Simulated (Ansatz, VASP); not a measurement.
MgCdSe2 in VASP and in Ansatz

Contents of INCAR:

```
SYSTEM = MgCdSe2
ALGO     = Normal         ! electronic algorithm
EDIFF    = 1E-6           ! SCF threshold, eV
ENCUT    = 520            ! plane-wave cutoff, eV
GGA      = PE             ! functional
ISIF     = 2              ! what is computed and relaxed
ISMEAR   = 0              ! smearing method
LASPH    = .True.         ! aspherical terms in the spheres
LCHARG   = .False.        ! write CHGCAR
LREAL    = .False.        ! projectors in reciprocal space
LWAVE    = .False.        ! write WAVECAR
NBANDS   = 21             ! bands
NELM     = 60             ! most SCF steps
PREC     = Accurate       ! precision mode
SIGMA    = 0.01           ! smearing width, eV
```

File KPOINTS:

```
k-points
0
Gamma
  6 6 6
  0 0 0
```

The input POSCAR:

```
MgCdSe2
1.0
    2.0306659183      1.1724055146      6.6261964810
   -2.0306659183      1.1724055146      6.6261964810
    0.0000000000     -2.3448110292      6.6261964811
Mg Cd Se
1 1 2
Direct
    1.0000000000      0.0000000000      0.0000000000
    0.5000000000      0.5000000000      0.5000000000
    0.2535083611      0.2535083611      0.2535083611
    0.7464916389      0.7464916389      0.7464916389
```

Input for Ansatz:

```yaml
crystal:
  lattice:
    - [2.0306659183, 1.1724055146, 6.626196481]
    - [-2.0306659183, 1.1724055146, 6.626196481]
    - [0.0, -2.3448110292, 6.6261964811]
  atoms:
    - { symbol: Mg, position: [1.0, 0.0, 0.0] }
    - { symbol: Cd, position: [0.5, 0.5, 0.5] }
    - { symbol: Se, position: [0.2535083611, 0.2535083611, 0.2535083611] }
    - { symbol: Se, position: [0.7464916389, 0.7464916389, 0.7464916389] }
kpoints:
  mp_grid: { grid: [6, 6, 6] }
hamiltonian:
  xc: pbe
scf:
  occupations: { method: fixed }
  n_extra_bands: 5
output:
  forces: true
  stress: true
  eigenvalues: true
```

Alike in both runs: task single point; functional PBE; k mesh 6 × 6 × 6; no spin polarisation.

```csv
,VASP,Ansatz
version,VASP 6.6.1,Ansatz 0.2.0
potentials or method,"VASP PAW PBE potentials, release 64 (Mg, Cd, Se)","plane waves, PAW"
plane-wave cutoff (eV),520,420
occupations,"gaussian, width 0.01 eV",fixed
valence electrons in the cell,26,62
```

VASP gave:

```
gap on the k mesh at the Fermi level (eV) : 0.51
pressure (GPa)                            : -3.0
rms of the force components (eV/Å)        : 0.000
```

Question: Which values does Ansatz return?

Answer: gap on the k mesh at the Fermi level (eV): 0.53; pressure (GPa): -3.1; rms of the force components (eV/Å): 0.013.

Atom by atom the forces differ by 0.013 eV/Å (rms over components). VASP's potentials hold 26 valence electrons a cell and Ansatz's 62, so a difference there can come from the potentials and not from the codes.
